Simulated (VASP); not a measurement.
# Ge2Sb3O (P4/mmm) in VASP: a series of runs, part 2 of 2

VASP 6.6.1.

### Step 3. Single point, PBE

INCAR

```
SYSTEM = Ge2Sb3O
  ALGO = Normal
  EDIFF = 1E-7
  ENCUT = 520
  GGA = PE
  ISIF = 2
  ISMEAR = 0
  LASPH = .True.
  LCHARG = .True.
  LELF = .True.
  LREAL = .False.
  LVHAR = .True.
  LWAVE = .False.
  NBANDS = 34
  NELM = 100
  PREC = Accurate
  SIGMA = 0.1
```

KPOINTS

```
k-points
0
Gamma
  12 12 4
  0 0 0
```

POSCAR

```
Ge2Sb3O
1.0
    3.3651487584      0.0000000000      0.0000000000
    0.0000000000      3.3651487584      0.0000000000
    0.0000000000      0.0000000000     10.9748263520
Ge Sb O
2 3 1
Direct
    0.0000000000      0.0000000000      0.3171541973
    0.0000000000      0.0000000000      0.6828458027
    0.5000000000      0.5000000000      0.1320165262
    0.5000000000      0.5000000000      0.5000000000
    0.5000000000      0.5000000000      0.8679834738
    0.0000000000      0.0000000000      0.0000000000
```

Potentials or basis: VASP PAW PBE potentials, release 64 (Ge_d, Sb, O).

Started as:

```bash
$ cat potpaw_PBE.64/Ge_d/POTCAR potpaw_PBE.64/Sb/POTCAR potpaw_PBE.64/O/POTCAR > POTCAR
$ mpirun -np 1 vasp_std > vasp.out
```

OUTCAR:

```text
SYSTEM = Ge2Sb3O
   EDIFF = 1E-7
   ENCUT = 520
   GGA = PE
   ISIF = 2
   ISMEAR = 0
   LASPH = .True.
   LREAL = .False.
   NELM = 100
   PREC = Accurate

 ion  position               nearest neighbor table
   1  0.000  0.000  0.317-   4 3.11   4 3.11   4 3.11   4 3.11   3 3.13   3 3.13   3 3.13   3 3.13

   2  0.000  0.000  0.683-   4 3.11   4 3.11   4 3.11   4 3.11   5 3.13   5 3.13   5 3.13   5 3.13

   3  0.500  0.500  0.132-   6 2.79   6 2.79   6 2.79   6 2.79   5 2.90   1 3.13   1 3.13   1 3.13
                             1 3.13
   4  0.500  0.500  0.500-   1 3.11   2 3.11   1 3.11   2 3.11   1 3.11   2 3.11   1 3.11   2 3.11

   5  0.500  0.500  0.868-   6 2.79   6 2.79   6 2.79   6 2.79   3 2.90   2 3.13   2 3.13   2 3.13
                             2 3.13
   6  0.000  0.000  0.000-   3 2.79   5 2.79   3 2.79   5 2.79   3 2.79   5 2.79   3 2.79   5 2.79

  LATTYP: Found a simple tetragonal cell.
 ALAT       =     3.3651487584
 C/A-ratio  =     3.2613198227

  Lattice vectors:

 A1 = (   3.3651487584,   0.0000000000,   0.0000000000)
 A2 = (   0.0000000000,   3.3651487584,   0.0000000000)
 A3 = (   0.0000000000,   0.0000000000,  10.9748263520)

Analysis of symmetry for initial positions (statically):
=====================================================================
 Subroutine PRICEL returns:
 Original cell was already a primitive cell.

 Routine SETGRP: Setting up the symmetry group for a
 simple tetragonal supercell.

 Subroutine GETGRP returns: Found 16 space group operations
 (whereof 16 operations were pure point group operations)
 out of a pool of 16 trial point group operations.

The static configuration has the point symmetry D_4h.

Analysis of symmetry for dynamics (positions and initial velocities):
=====================================================================
 Subroutine PRICEL returns:
 Original cell was already a primitive cell.

 Routine SETGRP: Setting up the symmetry group for a
 simple tetragonal supercell.

 Subroutine GETGRP returns: Found 16 space group operations
 (whereof 16 operations were pure point group operations)
[... 129 lines left out ...]
     AMIX     =   0.40;   BMIX     =  1.00
     AMIX_MAG =   1.60;   BMIX_MAG =  1.00
  volume/ion in A,a.u.               =      20.71       139.78
  Fermi-wavevector in a.u.,A,eV,Ry     =   1.200434  2.268490 19.606549  1.441041
  Thomas-Fermi vector in A             =   2.336270
   LORBIT       =      0    0 simple, 1 ext, 2 COOP (PROOUT), +10 PAW based schemes
   GGA     = PE    functional components
   LHFCALC =     F    Hartree Fock is set to
   AEXX    =    0.0000 exact exchange contribution
   IVDW    =     0    specifies the selected vdW correction
   LEPSILON=     F    determine dielectric tensor
   LRPA    =     F    only Hartree local field effects (RPA)
 non-spin polarized calculation
 Gauss-broadening in eV      SIGMA  =   0.10
  energy-cutoff  :      520.00
  volume of cell :      124.28
 maximum number of plane-waves:      3370
 NGX is ok and might be reduce to    28
   NGX = 13   NGY = 13   NGZ = 41

 number of electron      49.0000004 magnetization

 Free energy of the ion-electron system (eV)
  ---------------------------------------------------
  ext. energy  EPLUGINS =         0.00000000
  ---------------------------------------------------
  free energy    TOTEN  =       -25.22298204 eV

  energy without entropy =      -25.20782978  energy(sigma->0) =      -25.21540591

 E-fermi :   7.8468     XC(G=0): -10.7162

 val. band max:        7.8400775866   @ k =   0.5000   0.2500   0.2500
 cond. band min:       7.8484790147   @ k =   0.0833   0.0000   0.0000
 fundamental gap:      0.0084014281
 Fermi energy:         7.8467851347

 k-point     1 :       0.0000    0.0000    0.0000
  band No.  band energies     occupation
      1     -16.9921      2.00000
      2     -16.9920      2.00000
      3     -16.9656      2.00000
      4     -16.9639      2.00000
      5     -16.9639      2.00000
      6     -16.9630      2.00000
[... 877 lines left out ...]
     33      10.6972      0.00000
     34      11.4323      0.00000

 [... further k-points ...]
[... 5 lines left out ...]
  --------------------------------------------------------------------------------------
  -------------------------------------------------------------------------------------
  Total       -0.1532461     -0.1532461     -0.1632710      0.0000000      0.0000000     -0.0000000
  in kB       -1.9755765     -1.9755765     -2.1048131      0.0000000      0.0000000     -0.0000000
  external PRESSURE =      -2.0186554 kB  Pullay stress =       0.0000000 kB

 VOLUME and BASIS-vectors are now :
 -----------------------------------------------------------------------------
  energy-cutoff  :      520.00
  volume of cell :      124.28
      direct lattice vectors                 reciprocal lattice vectors
     3.365148758  0.000000000  0.000000000     0.297163683  0.000000000  0.000000000
     0.000000000  3.365148758  0.000000000     0.000000000  0.297163683  0.000000000
     0.000000000  0.000000000 10.974826352     0.000000000  0.000000000  0.091117615

 POSITION                                       TOTAL-FORCE (eV/Angst)
 -----------------------------------------------------------------------------------
      0.00000      0.00000      3.48071        -0.000000     -0.000000     -0.001681
      0.00000      0.00000      7.49411         0.000000     -0.000000      0.001681
      1.68257      1.68257      1.44886         0.000000      0.000000     -0.023213
      1.68257      1.68257      5.48741        -0.000000     -0.000000      0.000000
      1.68257      1.68257      9.52597        -0.000000     -0.000000      0.023213
      0.00000      0.00000      0.00000        -0.000000     -0.000000      0.000000
 -----------------------------------------------------------------------------------
    total drift:                               -0.000000     -0.000000      0.000000

  FREE ENERGIE OF THE ION-ELECTRON SYSTEM (eV)
  ---------------------------------------------------
  free  energy   TOTEN  =       -25.2229820391 eV

  energy  without entropy=      -25.2078297788  energy(sigma->0) =      -25.21540591
```

stdout:

```text
POSCAR found type information on POSCAR GeSbO
 POSCAR found :  3 types and       6 ions
 scaLAPACK will be used
 LDA part: xc-table for (Slater+PW92), standard interpolation
 POSCAR, INCAR and KPOINTS ok, starting setup
 FFT: planning ... GRIDC
 FFT: planning ... GRID_SOFT
 FFT: planning ... GRID
 WAVECAR not read
 entering main loop
```

Run time: 6.2 min. Hardware: 1 thread of Intel Xeon 6975P-C (Granite Rapids), shared host; peak memory 0.44 GiB.

Results:

```yaml
Free_energy: -25.2230 eV
Pressure: -0.2 GPa
Largest_force: 0.023 eV/Å
```

Forces on the atoms (eV/Å):
```
Ge   0.000  0.000 -0.002
Ge   0.000  0.000  0.002
Sb   0.000  0.000 -0.023
Sb   0.000  0.000  0.000
Sb   0.000  0.000  0.023
O    0.000  0.000  0.000
```

Levels at points of the mesh, in eV from the Fermi level:
```csv
k point,band 20,band 21,band 22,band 23,band 24,band 25,band 26,band 27,band 28,band 29
"(0.00, 0.00, 0.00)",-1.77,-0.82,0.32,0.32,1.29,1.29,2.84,2.84,2.96,3.49
"(0.50, 0.00, 0.00)",-4.20,-2.18,-1.32,-0.74,-0.63,1.64,2.26,2.78,3.11,3.40
"(0.50, 0.50, 0.00)",-4.46,-3.74,-3.74,-2.83,-1.65,-1.08,-1.08,-0.83,-0.83,-0.15
"(0.00, 0.00, 0.50)",-1.94,0.23,0.23,0.76,1.37,1.57,1.57,2.55,2.55,4.43
"(0.50, 0.00, 0.50)",-2.95,-2.52,-2.18,-1.37,0.30,0.77,1.74,2.87,3.19,3.40
"(0.50, 0.50, 0.50)",-4.86,-2.95,-2.63,-2.63,-2.54,-2.54,-2.29,-0.41,0.36,0.78
```

Caveat: spin-orbit coupling is left out, which moves the levels of the heavy elements; an odd number of electrons without spin polarisation forces a metal; a magnetic or distorted state may lie lower.

### Step 4. Relaxation of cell and atoms, PBE

This run uses another cell than the first one, of 20.76 Å³/atom, 1.002 times its volume.

INCAR

```
SYSTEM = Ge2Sb3O
  ALGO = Normal
  EDIFF = 1E-6
  EDIFFG = -0.01
  ENCUT = 600
  GGA = PE
  IBRION = 2
  ISIF = 3
  ISMEAR = 0
  LASPH = .True.
  LCHARG = .False.
  LREAL = .False.
  LWAVE = .False.
  NELM = 100
  NSW = 100
  PREC = Accurate
  SIGMA = 0.1
```

KPOINTS is that of step 3.

POSCAR

```
Ge2Sb3O
1.0
    3.3319716757      0.0000000000      0.0000000000
    0.0000000000      3.3319716757      0.0000000000
    0.0000000000      0.0000000000     11.2207911958
Ge Sb O
2 3 1
Direct
    0.0000000000      0.0000000000      0.3142554252
    0.0000000000      0.0000000000      0.6857445748
    0.5000000000      0.5000000000      0.1301343943
    0.5000000000      0.5000000000      0.5000000000
    0.5000000000      0.5000000000      0.8698656057
    0.0000000000      0.0000000000      0.0000000000
```

Started as:

```bash
$ cat potpaw_PBE.64/Ge_d/POTCAR potpaw_PBE.64/Sb/POTCAR potpaw_PBE.64/O/POTCAR > POTCAR
$ mpirun -np 1 vasp_std > vasp.out
```

Run time: 84 min. Hardware: 1 thread of Intel Xeon Platinum 8375C at 2.90GHz (Ice Lake), shared host; peak memory 0.52 GiB.

The run converged. Its results:

| Property | Result |
| --- | --- |
| Free energy | -25.2242 eV |
| Relaxed volume | 20.65 Å³/atom |
| Relaxed cell | a = 3.362 Å, b = 3.362 Å, c = 10.961 Å, α = 90.00°, β = 90.00°, γ = 90.00° |
| Space group after relaxing (to 0.05 Å) | P4/mmm (No. 123) |
| Energy gained by relaxing | 1.2 meV/atom |
| Ionic steps | 22 |
| Pressure after relaxing | -0.1 GPa |
| Largest force after relaxing | 0.003 eV/Å |

Forces on the atoms (eV/Å):
```
Ge   0.000  0.000 -0.002
Ge   0.000  0.000  0.002
Sb   0.000  0.000 -0.003
Sb   0.000  0.000  0.000
Sb   0.000  0.000  0.003
O    0.000  0.000  0.000
```

The path:
```csv
step,energy change (eV),largest force (eV/Å),pressure (GPa),volume (Å³)
1,0.0000,0.0633,-0.15,124.57
2,-0.0009,0.0566,0.03,124.23
3,-0.0012,0.0491,0.24,123.87
4,-0.0018,0.0608,0.24,123.93
5,-0.0032,0.0954,0.12,124.11
6,-0.0033,0.1706,-0.10,124.47
7,-0.0038,0.1314,-0.05,124.29
8,-0.0051,0.0970,-0.08,124.28
9,-0.0061,0.0526,-0.14,124.28
10,-0.0058,0.0463,-0.25,124.26
11,-0.0064,0.0314,-0.17,124.27
12,-0.0067,0.0244,0.04,123.79
13,-0.0067,0.0236,0.08,123.78
14,-0.0068,0.0201,-0.02,124.01
15,-0.0068,0.0191,-0.14,124.05
16,-0.0068,0.0204,0.01,124.02
17,-0.0068,0.0193,-0.08,124.03
18,-0.0068,0.0204,-0.06,124.03
19,-0.0069,0.0120,-0.04,124.01
20,-0.0069,0.0101,-0.03,123.99
21,-0.0069,0.0031,0.08,123.87
22,-0.0069,0.0030,-0.05,123.92
```

Final structure:
```
Ge Sb O
1.0
     3.36241    0.00000    0.00000
     0.00000    3.36241    0.00000
     0.00000    0.00000   10.96079
Ge Sb O
2 3 1
Direct
  0.00000 0.00000 0.31712
  0.00000 0.00000 0.68288
  0.50000 0.50000 0.13194
  0.50000 0.50000 0.50000
  0.50000 0.50000 0.86806
  0.00000 0.00000 0.00000
```

Levels at points of the mesh, in eV from the Fermi level:
| k point | band 20 | band 21 | band 22 | band 23 | band 24 | band 25 | band 26 | band 27 | band 28 | band 29 |
| --- | --- | --- | --- | --- | --- | --- | --- | --- | --- | --- |
| (0.00, 0.00, 0.00) | -1.77 | -0.82 | 0.31 | 0.31 | 1.29 | 1.29 | 2.84 | 2.84 | 2.98 | 3.51 |
| (0.50, 0.00, 0.00) | -4.21 | -2.19 | -1.32 | -0.74 | -0.63 | 1.65 | 2.27 | 2.78 | 3.12 | 3.40 |
| (0.50, 0.50, 0.00) | -4.48 | -3.76 | -3.76 | -2.85 | -1.66 | -1.08 | -1.08 | -0.84 | -0.83 | -0.15 |
| (0.00, 0.00, 0.50) | -1.94 | 0.23 | 0.23 | 0.77 | 1.38 | 1.57 | 1.57 | 2.56 | 2.56 | 4.44 |
| (0.50, 0.00, 0.50) | -2.96 | -2.53 | -2.19 | -1.37 | 0.30 | 0.77 | 1.74 | 2.87 | 3.20 | 3.41 |
| (0.50, 0.50, 0.50) | -4.88 | -2.97 | -2.64 | -2.64 | -2.55 | -2.55 | -2.30 | -0.42 | 0.36 | 0.77 |

Caveat: the bands computed are all filled at some k points, so no gap is given; spin-orbit coupling is left out, which moves the levels of the heavy elements.
